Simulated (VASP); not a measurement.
Input of a VASP 6.6.1 run:

File INCAR:

```
SYSTEM = ZnGe3
ALGO     = Normal         ! electronic algorithm
EDIFF    = 1E-6           ! SCF threshold, eV
ENCUT    = 500            ! plane-wave cutoff, eV
GGA      = PE             ! functional
GGA_COMPAT= .FALSE.      
ISIF     = 2              ! what is computed and relaxed
ISMEAR   = -1             ! smearing method
LASPH    = .TRUE.         ! aspherical terms in the spheres
LCHARG   = .TRUE.         ! write CHGCAR
LELF     = .TRUE.         ! ELF
LREAL    = .FALSE.        ! projectors in reciprocal space
LVHAR    = .TRUE.       
LWAVE    = .FALSE.        ! write WAVECAR
NBANDS   = 35             ! bands
NELM     = 120            ! most SCF steps
PREC     = Accurate       ! precision mode
SIGMA    = 0.05           ! smearing width, eV
```

The input KPOINTS:

```
k-points
0
G
  4 4 4
  0 0 0
```

The input POSCAR:

```
ZnGe3
1.0
    4.2084598385      0.0000000000      0.0000000000
    0.0000000000      4.2084598385      0.0000000000
    0.0000000000      0.0000000000      4.2084598385
Zn Ge
1 3
Direct
    0.0000000000      0.0000000000      0.0000000000
    0.0000000000      0.5000000000      0.5000000000
    0.5000000000      0.0000000000      0.5000000000
    0.5000000000      0.5000000000      0.0000000000
```

Potentials or basis: VASP PAW PBE potentials, release 64 (Zn, Ge_d).

The run is started by

```bash
$ cat potpaw_PBE.64/Zn/POTCAR potpaw_PBE.64/Ge_d/POTCAR > POTCAR
$ mpirun -np 1 vasp_std > vasp.out
```

(1) What does it give for the band gap on the k mesh?

(2) Predict the pressure.

## Answers

(1) zero (bands 27 and 28 overlap by 4.26 eV).

(2) -0.9 GPa.

Caveat: the k points lie up to 0.37 Å⁻¹ apart, too coarse for converged energies and pressures of a metal.
